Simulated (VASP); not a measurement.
A run of VASP 6.6.1 is set up as follows.

File INCAR:

```
ALGO = Fast
EDIFF = 1E-6
ENCUT = 520
GGA = PS
ISIF = 2
ISMEAR = 0
LASPH = T
LCHARG = F
LREAL = F
LWAVE = F
NBANDS = 22
NELM = 80
PREC = Accurate
SIGMA = 0.15
```

KPOINTS

```
k-points
0
Gamma
  14 14 14
```

The input POSCAR:

```
Al
1.0
    3.2128780077     -3.2128780077     -3.2128780077
   -3.2128780077      3.2128780077     -3.2128780077
    3.2128780077      3.2128780077      3.2128780077
Al
8
Direct
    0.4579815979      0.5000000000     -0.0420184021
    0.5000000000      0.0000000000      0.0000000000
    0.0000000000      0.5000000000      0.0000000000
    0.0000000000      0.0000000000      0.0000000000
    0.5000000000      0.5000000000      0.5000000000
    0.5000000000      0.0000000000      0.5000000000
    0.0000000000      0.5000000000      0.5000000000
    0.0000000000      0.0000000000      0.5000000000
```

Potentials or basis: VASP PAW PBE potentials, release 64 (Al).

Run with:

```bash
$ cat potpaw_PBE.64/Al/POTCAR > POTCAR
$ mpirun -np 1 vasp_std > vasp.out
```

Q: What does it give for the largest force?

A: 1.165 eV/Å.

Q: Estimate the pressure.

A: 0.6 GPa.

Q: What does it give for the band gap on the k mesh?

A: Zero (bands 12 and 13 overlap by 5.11 eV).

Stress tensor (GPa, compression positive):
```
0.28 0.00 0.00
0.00 0.83 0.00
0.00 0.00 0.83
```

Caveat: the cell differs from its parent crystal (atom 1 (Al) moved -0.270 Å along Cartesian [1 0 0]); the PAW data sets were made with another functional, which shifts forces and pressure a little.
